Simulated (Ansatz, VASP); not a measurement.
# One calculation of P, two programs

Contents of INCAR:

```
SYSTEM = P
ALGO = Normal ; EDIFF = 1E-6
ENCUT = 520 ; GGA = PS
ISIF = 2 ; ISMEAR = 0
LASPH = .True. ; LCHARG = .False.
LREAL = .False. ; LWAVE = .False.
NBANDS = 18 ; NELM = 60
PREC = Accurate ; SIGMA = 0.05
```

The input KPOINTS:

```
k-points
0
Gamma
  8 1 6
  0 0 0
```

Contents of POSCAR:

```
P
1.0
    3.2837277200      0.0000000000      0.0000000000
    0.0000000000     34.8570309900      0.0000000000
    0.0000000000      0.0000000000      4.6320847100
P
4
Direct
   -0.0341114863      0.9702614300      0.6136886142
    0.0000000000      0.0297385700      0.4078492800
    0.5000000000      0.0297385700      0.0921507200
    0.5000000000      0.9702614300      0.9078492800
```

Input for Ansatz:

```yaml
crystal:
  lattice:
    - [3.28372772, 0.0, 0.0]
    - [0.0, 34.85703099, 0.0]
    - [0.0, 0.0, 4.63208471]
  atoms:
    - { symbol: P, position: [-0.0341114863, 0.97026143, 0.6136886142] }
    - { symbol: P, position: [0.0, 0.02973857, 0.40784928] }
    - { symbol: P, position: [0.5, 0.02973857, 0.09215072] }
    - { symbol: P, position: [0.5, 0.97026143, 0.90784928] }
basis:
  ecutwfc: 420
kpoints:
  mp_grid: { grid: [8, 1, 6] }
hamiltonian:
  xc: pbesol
scf:
  occupations: { method: gaussian, width: 0.05 }
output:
  forces: true
  stress: true
  eigenvalues: true
```

Alike in both runs: task single point; functional PBEsol; k mesh 8 × 1 × 6; occupations gaussian, width 0.05 eV; no spin polarisation.

|  | VASP | Ansatz |
| --- | --- | --- |
| version | VASP 6.6.1 | Ansatz 0.2.0 |
| potentials or method | VASP PAW PBE potentials, release 64 (P), cutoff 520 eV | scalar-relativistic, plane waves, PAW |
| valence electrons in the cell | 20 | 20 |

VASP gave:

```
gap on the k mesh at the Fermi level (eV) : 0.72
least direct gap on the mesh (eV)         : 0.72
rms of the force components (eV/Å)        : 1.018
```

Task: What did Ansatz give for the same quantities?

Result: gap on the k mesh at the Fermi level (eV): 0.71; least direct gap on the mesh (eV): 0.72; rms of the force components (eV/Å): 1.026.

VASP's potentials were made for PBE, not for PBEsol. Atom by atom the forces differ by 0.012 eV/Å (rms over components).
